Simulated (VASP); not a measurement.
Input of a VASP 6.6.1 run:

File INCAR:

```
  PREC = Accurate
  ENCUT = 910
  EDIFF = 1E-6
  ISMEAR = 0
  SIGMA = 0.005
  LREAL = False
  LASPH = True
  NELM = 120
  ALGO = Normal
  ISIF = 2
  LWAVE = False
  LCHARG = True
  GGA = PE
  IVDW = 12
  LELF = True
  LVHAR = True
  ISYM = 0
  NBANDS = 15
  GGA_COMPAT = False
  NELMDL = -8
```

Contents of KPOINTS:

```
Automatic mesh
0
Gamma
  1 1 1
```

POSCAR

```
H3CF
1.0
   14.0000000000      0.0000000000      0.0000000000
    0.0000000000     14.5000000000      0.0000000000
    0.0000000000      0.0000000000     15.0000000000
C F H
1 1 3
Direct
    0.4711781940      0.4890231142      0.4849573310
    0.5691092279      0.4748731797      0.4739472465
    0.4529631368      0.4790888141      0.5555420397
    0.4536642859      0.5596775803      0.4641909761
    0.4323036511      0.4390820919      0.4435264828
```

Potentials or basis: VASP PAW PBE potentials, release 64 (C_h, F_h, H_h).

The run is started by

```bash
$ cat potpaw_PBE.64/C_h/POTCAR potpaw_PBE.64/F_h/POTCAR potpaw_PBE.64/H_h/POTCAR > POTCAR
$ mpirun -np 1 vasp_gam > vasp.out
```

**Question.** Estimate the dispersion energy per atom.

**Answer.** -0.007 eV.

**Question.** What does it give for the largest force?

**Answer.** 0.062 eV/Å.

Forces on the atoms (eV/Å):
```
C   -0.051  0.006  0.006
F    0.061 -0.008 -0.008
H   -0.003 -0.001  0.005
H   -0.003  0.005 -0.001
H   -0.004 -0.003 -0.002
```
